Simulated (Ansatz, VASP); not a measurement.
**ZrO2: VASP beside Ansatz**

```xyz
3
Lattice="0.0000 2.5438 2.5438 2.5438 0.0000 2.5438 2.5438 2.5438 0.0000" Properties=species:S:1:pos:R:3 pbc="T T T"
Zr    0.0000    0.0000    0.0000
O     1.2719    1.2719    1.2719
O     3.8157    3.8157    3.8157
```

Alike in both runs: functional PBE; dispersion D3(BJ); k mesh 8 × 8 × 8; occupations gaussian, width 0.02 eV; no spin polarisation.

Ansatz relaxed the structure, and its values are those at the end. VASP's run is a single point on that final structure, the one shown.

```csv
,VASP,Ansatz
version,VASP 6.6.1,Ansatz 0.2.0
potentials or method,"VASP PAW PBE potentials, release 64 (Zr_sv, O), cutoff 600 eV","scalar-relativistic, plane waves, PAW"
valence electrons in the cell,24,24
```

```csv
,VASP,Ansatz,Ansatz less VASP
gap on the k mesh at the Fermi level (eV),3.36,3.36,+0.006
least direct gap on the mesh (eV),3.80,3.81,+0.004
pressure (GPa),0.1,0.0,-0.08
```
